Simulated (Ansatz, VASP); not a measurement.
**One calculation of V, two programs**

```
V
1.0
     2.60429    0.00000    0.00000
    -1.30215    2.25538    0.00000
     0.00000    0.00000    4.72334
V
2
Direct
  0.66667 0.33333 0.75000
  0.33333 0.66667 0.25000
```

Alike in both runs: task relaxation of cell and atoms; functional PBE; k mesh 18 × 18 × 10; occupations gaussian, width 0.1 eV; no spin polarisation.

|  | VASP | Ansatz |
| --- | --- | --- |
| version | VASP 6.6.1 | Ansatz 0.2.0 |
| potentials or method | VASP PAW PBE potentials, release 64 (V_sv), cutoff 600 eV | scalar-relativistic, plane waves, PAW |
| valence electrons in the cell | 26 | 26 |

|  | VASP | Ansatz | Ansatz less VASP |
| --- | --- | --- | --- |
| gap on the k mesh at the Fermi level, each at its own relaxed structure (eV) | none | none | - |
| relaxed volume (Å³/atom) | 13.85 | 13.84 | -0.010 |
| relaxed cell length with the largest relative difference (Å) | 2.611 | 2.610 | -0.0010 |

A gap of «none» marks a metal or a gap that the smearing closes.
